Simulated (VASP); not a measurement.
Input of a VASP 6.6.1 run:

The input INCAR:

```
SYSTEM = CdSe
PREC = Accurate
ENCUT = 520
EDIFF = 1E-7
ISMEAR = 0
SIGMA = 0.02
LREAL = .False.
LASPH = .True.
NELM = 80
ALGO = Normal
ISIF = 2
LWAVE = .False.
LCHARG = .False.
GGA = PS
NBANDS = 16
```

Contents of KPOINTS:

```
regular mesh
0
Gamma
  10 10 10
  0 0 0
```

POSCAR

```
CdSe
1.0
    0.0000000000      3.0413095994      3.0413095994
    3.0413095994      0.0000000000      3.0413095994
    3.0413095994      3.0413095994      0.0000000000
Cd Se
1 1
Direct
    0.0000000000      0.0000000000      0.0000000000
    0.2500000000      0.2500000000      0.2500000000
```

Potentials or basis: VASP PAW PBE potentials, release 64 (Cd, Se).

The run is started by

```bash
$ cat potpaw_PBE.64/Cd/POTCAR potpaw_PBE.64/Se/POTCAR > POTCAR
$ mpirun -np 1 vasp_std > vasp.out
```

(1) Predict the band gap on the k mesh.

(2) What does it give for the pressure?

## Answers

(1) 0.48 eV, direct.

(2) 0.3 GPa.

Caveat: the PAW data sets were made with another functional, which shifts forces and pressure a little.
